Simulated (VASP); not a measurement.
The system is LiF.

```
Li F
1.0
     3.08101    0.00000    0.00000
    -1.54051    2.66824    0.00000
     0.00000    0.00000    4.78534
Li F
2 2
Direct
  0.33333 0.66667 0.99257
  0.66667 0.33333 0.49257
  0.33333 0.66667 0.38243
  0.66667 0.33333 0.88243
```

Base run:

| Item | Value |
| --- | --- |
| Program | VASP 6.6.1 |
| Functional | r2SCAN |
| Potentials or basis | VASP PAW PBE potentials, release 64 (Li_sv, F) |
| Cutoff | 520 eV |
| k mesh | 12 × 12 × 6 |
| Occupations | gaussian, width 0.01 eV |
| Spin | no spin polarisation |

Its results: band gap on the k mesh 8.68 eV, direct; largest force 0.003 eV/Å.

Q: The run is repeated on the same cell with these changes: functional from r2SCAN to PBE. What comes out?

A: Band gap on the k mesh 7.84 eV, direct; largest force 0.003 eV/Å.

r2SCAN gives the wider gap, since meta-GGAs in the generalised Kohn-Sham scheme recover part of the derivative discontinuity.

Caveats: the PAW data sets were made with another functional, which shifts forces and pressure a little (some runs).

A k mesh can miss the band edges.
